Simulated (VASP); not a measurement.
Write the native input for VASP 6.6.1 that does the following.

```yaml
Task: single point
Functional: LDA
Potentials_or_basis: VASP PAW LDA potentials, release 64 (Ti_sv, Al)
Cutoff: 520 eV
k_mesh: 14 × 14 × 14
Occupations: gaussian, width 0.15 eV
Spin: no spin polarisation
Dipole_correction: no
Further_INCAR_settings: ALGO = Fast; EDIFF = 1e-06; NBANDS = 14
```

The structure of TiAl lies in POSCAR:

```
TiAl
1.0
    3.2099985995      0.0000000000      0.0000000000
    0.0000000000      3.3818233420      0.0000000000
    0.0000000000      0.0000000000      3.1240862282
Ti Al
1 1
Direct
    0.0000000000      0.0000000000      0.0000000000
    0.5000000000      0.5000000000      0.5000000000
```

This cell differs from its parent crystal: normal strain along x +0.0275, normal strain along y +0.0825.

These files were run (other wordings do the same):

INCAR

```
ALGO = Fast ; EDIFF = 1E-6
ENCUT = 520 ; GGA = CA
ISIF = 2 ; ISMEAR = 0
LASPH = T ; LCHARG = T
LELF = T ; LREAL = F
LVHAR = T ; LWAVE = F
NBANDS = 14 ; NELM = 60
PREC = Accurate ; SIGMA = 0.15
```

KPOINTS

```
k-points
0
Gamma
  14 14 14
```

Potentials or basis: VASP PAW LDA potentials, release 64 (Ti_sv, Al).

Command:

```console
$ cat potpaw_LDA.64/Ti_sv/POTCAR potpaw_LDA.64/Al/POTCAR > POTCAR
$ mpirun -np 1 vasp_std > vasp.out
```

It gave:

```yaml
Pressure: -10.5 GPa
Band_gap_on_the_k_mesh: zero (an odd number of electrons rules out a gap without spin polarisation)
```

Caveat: the cell differs from its parent crystal (normal strain along x +0.0275, normal strain along y +0.0825); the stress differs along the axes, from -12 to -7 GPa.

Run time: 3 min on 1 thread of Intel(R) Xeon(R) Platinum 8488C (Sapphire Rapids) (shared host), peak memory 0.34 GiB.
